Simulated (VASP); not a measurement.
# CdS3 (Fm-3m) in VASP: notebook, part 2 of 2

VASP 6.6.1. Earlier steps stand in the parts before.

## Step 6: Relaxation of cell and atoms, PBE

The input, INCAR:

```
SYSTEM = CdS3
ALGO = Normal
EDIFF = 1E-7
EDIFFG = -0.01
ENCUT = 500
GGA = PE
GGA_COMPAT = .False.
IBRION = 2
ISIF = 3
ISMEAR = 0
LASPH = .True.
LCHARG = .False.
LREAL = .False.
LWAVE = .False.
NELM = 120
NELMIN = 4
NSW = 100
PREC = Accurate
SIGMA = 0.1
```

The input, KPOINTS:

```
k-points
0
Gamma
  12 12 12
  0 0 0
```

The input, POSCAR:

```
CdS3
1.0
    0.0000000000      3.2975043752      3.2975043752
    3.2975043752      0.0000000000      3.2975043752
    3.2975043752      3.2975043752      0.0000000000
Cd S
1 3
Direct
    0.0000000000      0.0000000000      0.0000000000
    0.2500000000      0.2500000000      0.2500000000
    0.7500000000      0.7500000000      0.7500000000
    0.5000000000      0.5000000000      0.5000000000
```

Potentials or basis: VASP PAW PBE potentials, release 64 (Cd, S).

On the command line:

```sh
> cat potpaw_PBE.64/Cd/POTCAR potpaw_PBE.64/S/POTCAR > POTCAR
> mpirun -np 1 vasp_std > vasp.out
```

OUTCAR:

```text
SYSTEM = CdS3
   EDIFF = 1E-7
   EDIFFG = -0.01
   ENCUT = 500
   GGA = PE
   IBRION = 2
   ISIF = 3
   ISMEAR = 0
   LASPH = .True.
   LREAL = .False.
   NELM = 120
   NELMIN = 4
   NSW = 100
   PREC = Accurate

 ion  position               nearest neighbor table
   1  0.000  0.000  0.000-   2 2.86   3 2.86   3 2.86   3 2.86   3 2.86   2 2.86   2 2.86   2 2.86

   2  0.250  0.250  0.250-   1 2.86   1 2.86   1 2.86   1 2.86
   3  0.750  0.750  0.750-   1 2.86   1 2.86   1 2.86   1 2.86
   4  0.500  0.500  0.500-

  LATTYP: Found a face centered cubic cell.
 ALAT       =     6.5950087504

  Lattice vectors:

 A1 = (   0.0000000000,   3.2975043752,   3.2975043752)
 A2 = (   3.2975043752,   0.0000000000,   3.2975043752)
 A3 = (   3.2975043752,   3.2975043752,   0.0000000000)

Analysis of symmetry for initial positions (statically):
=====================================================================
 Subroutine PRICEL returns:
 Original cell was already a primitive cell.

 Routine SETGRP: Setting up the symmetry group for a
 face centered cubic supercell.

 Subroutine GETGRP returns: Found 48 space group operations
 (whereof 48 operations were pure point group operations)
 out of a pool of 48 trial point group operations.

The static configuration has the point symmetry O_h .

Analysis of symmetry for dynamics (positions and initial velocities):
=====================================================================
 Subroutine PRICEL returns:
 Original cell was already a primitive cell.

 Routine SETGRP: Setting up the symmetry group for a
 face centered cubic supercell.

 Subroutine GETGRP returns: Found 48 space group operations
 (whereof 48 operations were pure point group operations)
 out of a pool of 48 trial point group operations.

The dynamic configuration has the point symmetry O_h .

 Subroutine INISYM returns: Found 48 space group operations
 (whereof 48 operations are pure point group operations),
 and found     1 'primitive' translations

----------------------------------------------------------------------------------------

                                     Primitive cell

  volume of cell :      71.7111

  direct lattice vectors                    reciprocal lattice vectors
     0.000000000  3.297504375  3.297504375    -0.151629822  0.151629822  0.151629822
     3.297504375  0.000000000  3.297504375     0.151629822 -0.151629822  0.151629822
     3.297504375  3.297504375  0.000000000     0.151629822  0.151629822 -0.151629822

  length of vectors
     4.663375409  4.663375409  4.663375409     0.262630555  0.262630555  0.262630555

  position of ions in fractional coordinates (direct lattice)
     0.000000000  0.000000000  0.000000000
     0.250000000  0.250000000  0.250000000
     0.750000000  0.750000000  0.750000000
     0.500000000  0.500000000  0.500000000

  ion indices of the primitive-cell ions
   primitive index   ion index
                 1           1
                 2           2
                 3           3
                 4           4

[... 26 lines left out ...]
 Following reciprocal coordinates:
            Coordinates               Weight
  0.000000  0.000000  0.000000      1.000000
  0.083333  0.000000  0.000000      8.000000
  0.166667  0.000000  0.000000      8.000000
  0.250000  0.000000  0.000000      8.000000
  0.333333  0.000000  0.000000      8.000000
  0.416667  0.000000  0.000000      8.000000
[... 16 lines left out ...]
  0.500000  0.166667  0.000000     24.000000
 -0.416667  0.166667  0.000000     24.000000
 [... further k-points ...]
   k-points           NKPTS =     72   k-points in BZ     NKDIM =     72   number of bands    NBANDS=     19
   number of dos      NEDOS =    301   number of ions     NIONS =      4
   total plane-waves  NPLWV =  46656
   dimension x,y,z NGX =    36 NGY =   36 NGZ =   36
   dimension x,y,z NGXF=    72 NGYF=   72 NGZF=   72
   ions per type =               1   3
   NGX,Y,Z   is equivalent  to a cutoff of  12.83, 12.83, 12.83 a.u.
   NGXF,Y,Z  is equivalent  to a cutoff of  25.67, 25.67, 25.67 a.u.
 SYSTEM =  CdS3
   PREC   = accura    normal or accurate (medium, high low for compatibility)
   ISTART =      0    job   : 0-new  1-cont  2-samecut
   ICHARG =      2    charge: 1-file 2-atom 10-const
   ISPIN  =      1    spin polarized calculation?
   LNONCOLLINEAR =      F non collinear calculations
   LSORBIT =      F    spin-orbit coupling
   LASPH  =      T    aspherical Exc in radial PAW
   ENCUT  =  500.0 eV  36.75 Ry    6.06 a.u.   8.50  8.50  8.50*2*pi/ulx,y,z
   NELM   =    120;   NELMIN=  4; NELMDL= -5     # of ELM steps
   EDIFF  = 0.1E-06   stopping-criterion for ELM
   LREAL  =      F    real-space projection
   EDIFFG = -.1E-01   stopping-criterion for IOM
   NSW    =    100    number of steps for IOM
   IBRION =      2    ionic relax: 0-MD 1-quasi-New 2-CG
   NFREE  =      1    steps in history (QN), initial steepest desc. (CG)
   ISIF   =      3    stress and relaxation
   ISYM   =      2    0-nonsym 1-usesym 2-fastsym
   POTIM  = 0.5000    time-step for ionic-motion
   TEBEG  =    0.0;   TEEND  =   0.0 temperature during run
   PSTRESS=    0.0 pullay stress
   NELECT =      30.0000    total number of electrons
   NUPDOWN=      -1.0000    fix difference up-down
   EMIN   =  10.00;   EMAX   =-10.00  energy-range for DOS
   EFERMI =   0.00;   METHOD = LEGACY
   ISMEAR =     0;   SIGMA  =   0.10  broadening in eV -4-tet -1-fermi 0-gaus
   EFERMI_NEDOS =   21; number of points for ismear=-14 and -15
   IALGO  =     38    algorithm
   IMIX   =      4    mixing-type and parameters
     AMIX     =   0.40;   BMIX     =  1.00
     AMIX_MAG =   1.60;   BMIX_MAG =  1.00
  volume/ion in A,a.u.               =      17.93       120.98
  Fermi-wavevector in a.u.,A,eV,Ry     =   1.224390  2.313762 20.396923  1.499132
  Thomas-Fermi vector in A             =   2.359467
   LORBIT       =      0    0 simple, 1 ext, 2 COOP (PROOUT), +10 PAW based schemes
   GGA     = PE    functional components
   LHFCALC =     F    Hartree Fock is set to
   AEXX    =    0.0000 exact exchange contribution
   IVDW    =     0    specifies the selected vdW correction
   LEPSILON=     F    determine dielectric tensor
   LRPA    =     F    only Hartree local field effects (RPA)
 conjugate gradient relaxation of ions
 non-spin polarized calculation
 Gauss-broadening in eV      SIGMA  =   0.10
  energy-cutoff  :      500.00
  volume of cell :       71.71
 maximum number of plane-waves:      1853
 NGX is ok and might be reduce to    36
   NGX = 17   NGY = 17   NGZ = 17

--------------------------------------- Ionic step        1  -------------------------------------------

 number of electron      30.0000002 magnetization

 Free energy of the ion-electron system (eV)
  ---------------------------------------------------
  ext. energy  EPLUGINS =         0.00000000
  ---------------------------------------------------
  free energy    TOTEN  =       -10.45091644 eV

  energy without entropy =      -10.42963946  energy(sigma->0) =      -10.44027795

------------------------ aborting loop because EDIFF is reached ----------------------------------------

  FORCE on cell =-STRESS in cart. coord.  units (eV):
  Direction    XX          YY          ZZ          XY          YZ          ZX
  --------------------------------------------------------------------------------------
  -------------------------------------------------------------------------------------
  Total        0.3412071      0.3412071      0.3412071     -0.0000000      0.0000000     -0.0000000
  in kB        7.6232909      7.6232909      7.6232909     -0.0000000      0.0000000     -0.0000000
  external PRESSURE =       7.6232909 kB  Pullay stress =       0.0000000 kB
[... 63 lines left out ...]
--------------------------------------- Ionic step        3  -------------------------------------------

 number of electron      30.0000002 magnetization

 Free energy of the ion-electron system (eV)
  ---------------------------------------------------
  ext. energy  EPLUGINS =         0.00000000
  ---------------------------------------------------
  free energy    TOTEN  =       -10.45274079 eV

  energy without entropy =      -10.43105301  energy(sigma->0) =      -10.44189690

 E-fermi :   5.1009     XC(G=0): -10.8485

 val. band max:        5.0990567765   @ k =  -0.1667   0.2500   0.0833
 cond. band min:       5.1013879766   @ k =   0.2500   0.0833   0.0000
 fundamental gap:      0.0023312000
 Fermi energy:         5.1009175745

 k-point     1 :       0.0000    0.0000    0.0000
  band No.  band energies     occupation
      1      -9.8649      2.00000
      2      -6.0392      2.00000
      3      -5.2254      2.00000
      4      -3.2252      2.00000
      5      -3.2252      2.00000
      6      -3.2252      2.00000
[... 505 lines left out ...]
      6      -2.9453      2.00000
[... 11 lines left out ...]
     18       8.0134      0.00000
     19      10.9726      0.00000

 [... further k-points ...]
[... 5 lines left out ...]
  --------------------------------------------------------------------------------------
  -------------------------------------------------------------------------------------
  Total       -0.0003293     -0.0003293     -0.0003293      0.0000000     -0.0000000      0.0000000
  in kB       -0.0072778     -0.0072778     -0.0072778      0.0000000     -0.0000000      0.0000000
  external PRESSURE =      -0.0072778 kB  Pullay stress =       0.0000000 kB
[... 19 lines left out ...]
  FREE ENERGIE OF THE ION-ELECTRON SYSTEM (eV)
  ---------------------------------------------------
  free  energy   TOTEN  =       -10.4527407907 eV

  energy  without entropy=      -10.4310530105  energy(sigma->0) =      -10.44189690

 reached required accuracy - stopping structural energy minimisation
```

OSZICAR:

```text
N       E                     dE             d eps       ncg     rms          rms(c)
DAV:   1     0.185587259326E+03    0.18559E+03   -0.14768E+04  2800   0.142E+03
DAV:   2     0.122194523960E+00   -0.18547E+03   -0.18010E+03  3290   0.309E+02
DAV:   3    -0.107034337072E+02   -0.10826E+02   -0.10465E+02  3078   0.734E+01
[... 30 lines left out ...]
DAV:   4    -0.104527406740E+02    0.13984E-05   -0.29172E-05  3180   0.291E-02    0.252E-02
DAV:   5    -0.104527394647E+02    0.12093E-05   -0.95380E-06  3111   0.162E-02    0.751E-03
DAV:   6    -0.104527406042E+02   -0.11395E-05   -0.16512E-06  2964   0.114E-02    0.293E-03
DAV:   7    -0.104527407963E+02   -0.19205E-06   -0.15878E-07  1550   0.415E-03    0.152E-03
DAV:   8    -0.104527407907E+02    0.55952E-08   -0.18347E-08  1476   0.106E-03
   3 F= -.10452741E+02 E0= -.10441897E+02  d E =-.182435E-02
```

CONTCAR:

```text
CdS3
   1.00000000000000
    -0.0000000000000000    3.3093637292456650    3.3093637292456650
     3.3093637292456650    0.0000000000000000    3.3093637292456650
     3.3093637292456650    3.3093637292456650   -0.0000000000000000
  Cd              S
     1     3
Direct
     0.0000000000000000    0.0000000000000000    0.0000000000000000
     0.2500000000000000    0.2500000000000000    0.2500000000000000
     0.7500000000000000    0.7500000000000000    0.7500000000000000
     0.5000000000000000    0.5000000000000000    0.5000000000000000

  0.00000000E+00  0.00000000E+00  0.00000000E+00
  0.00000000E+00  0.00000000E+00  0.00000000E+00
  0.00000000E+00  0.00000000E+00  0.00000000E+00
  0.00000000E+00  0.00000000E+00  0.00000000E+00
```

It took 2.9 min on 1 thread of Intel Xeon Platinum 8488C (Sapphire Rapids), shared host; peak memory 0.25 GiB.

Results:

```
Free energy                            : -10.4527 eV
Relaxed volume                         : 18.12 Å³/atom
Relaxed cell                           : a = 4.680 Å, b = 4.680 Å, c = 4.680 Å, α = 60.00°, β = 60.00°, γ = 60.00°
Space group after relaxing (to 0.05 Å) : Fm-3m (No. 225)
Energy gained by relaxing              : 0.5 meV/atom
Ionic steps                            : 3
Pressure after relaxing                : 0.0 GPa
Band gap on the k mesh                 : zero (band 15 reaches 5.39 eV, above the bottom of band 16 at 4.42 eV)
```

Step by step:
| step | energy change (eV) | largest force (eV/Å) | pressure (GPa) | volume (Å³) |
| --- | --- | --- | --- | --- |
| 1 | 0.0000 | 0.0000 | 0.76 | 71.71 |
| 2 | -0.0018 | 0.0000 | -0.11 | 72.60 |
| 3 | -0.0018 | 0.0000 | 0.00 | 72.49 |

Final structure:
```xyz
4
Lattice="0.0000 3.3094 3.3094 3.3094 0.0000 3.3094 3.3094 3.3094 0.0000" Properties=species:S:1:pos:R:3 pbc="T T T"
Cd    0.0000    0.0000    0.0000
S     1.6547    1.6547    1.6547
S     4.9640    4.9640    4.9640
S     3.3094    3.3094    3.3094
```

## Step 7: The runs side by side

```csv
task,cell,k mesh,gap on the mesh (eV),pressure (GPa),relaxed volume (Å³/atom)
single point,"a = 4.663 Å, angles 60.0°, 4 atoms",4 × 4 × 4,none,0.3,-
single point,"a = 5.167 Å, angles 60.0°, 4 atoms",4 × 4 × 4,none,-10.1,-
relaxation of cell and atoms,"relaxed from a = 5.167 Å, angles 60.0°, 4 atoms",4 × 4 × 4,none,0.1,17.98
single point,"a = 4.677 Å, angles 60.0°, 4 atoms",12 × 12 × 12,none,0.2,-
relaxation of cell and atoms,"relaxed from a = 4.663 Å, angles 60.0°, 4 atoms",12 × 12 × 12,none,0.0,18.12
```

Alike in all rows: level PBE; potentials or basis VASP PAW PBE potentials, release 64 (Cd, S); no spin polarisation; cutoff (eV) 500; smearing gaussian 0.1 eV.

Caveats: some runs use coarse meshes; the volume moved by over 15 % at a fixed basis, so the end points are rough (some runs).

Total energies depend on the potentials used, so only differences within one code and one set of settings carry meaning.
